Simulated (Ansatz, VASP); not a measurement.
This is a calculation of Ge for VASP 6.6.1.

Contents of INCAR:

```
SYSTEM = Ge
PREC = Accurate
ENCUT = 520
EDIFF = 1E-7
ISMEAR = 0
SIGMA = 0.024
LREAL = .FALSE.
LASPH = .TRUE.
NELM = 60
ALGO = Normal
ISIF = 2
LWAVE = .FALSE.
LCHARG = .FALSE.
GGA = PE
NBANDS = 21
```

File KPOINTS:

```
regular mesh
0
G
  11 11 11
  0 0 0
```

Contents of POSCAR:

```
Ge
1.0
   -2.5744897190      2.5744897190      1.3974126432
    2.5744897190     -2.5744897190      1.3974126432
    2.5744897190      2.5744897190     -1.3974126432
Ge
2
Direct
    0.5000000000      0.5000000000      0.0000000000
    0.2500000000      0.7500000000      0.5000000000
```

Potentials or basis: VASP PAW PBE potentials, release 64 (Ge_d).

The run is started by

```bash
$ cat potpaw_PBE.64/Ge_d/POTCAR > POTCAR
$ mpirun -np 1 vasp_std > vasp.out
```

Q: Translate it to Ansatz 0.2.0. Potentials there: Ansatz PAW.

A: As run (the cutoff follows the program's own potentials):

Contents of input.yaml:

```yaml
crystal:
  lattice:
    - [-2.574489719, 2.574489719, 1.3974126432]
    - [2.574489719, -2.574489719, 1.3974126432]
    - [2.574489719, 2.574489719, -1.3974126432]
  atoms:
    - { symbol: Ge, position: [0.5, 0.5, 0.0] }
    - { symbol: Ge, position: [0.25, 0.75, 0.5] }
hamiltonian:
  xc: pbe
  pseudopotentials: { kind: paw }
kpoints:
  mp_grid: { grid: [11, 11, 11] }
scf:
  occupations: { method: gaussian, width: 0.024 }
output:
  forces: true
  stress: true
  eigenvalues: true
```

Potentials or basis: Ansatz PAW.

The run is started by

```console
$ ansatz run input.yaml --threads 2 --pin off --max-ram 5632MiB --backend cpu --events-out ev --progress --plain --runs-dir out
```

Both were run:

|  | VASP | Ansatz | Ansatz less VASP |
| --- | --- | --- | --- |
| gap on the k mesh at the Fermi level (eV) | none | none | - |
| pressure (GPa) | 3.2 | 3.2 | -0.03 |
| traceless stress, the component that is largest in VASP (GPa) | 0.28 | 0.28 | +0.001 |

A gap of «none» marks a metal or a gap that the smearing closes. The functional is the same, so the differences come from potentials, cutoffs and numerics.
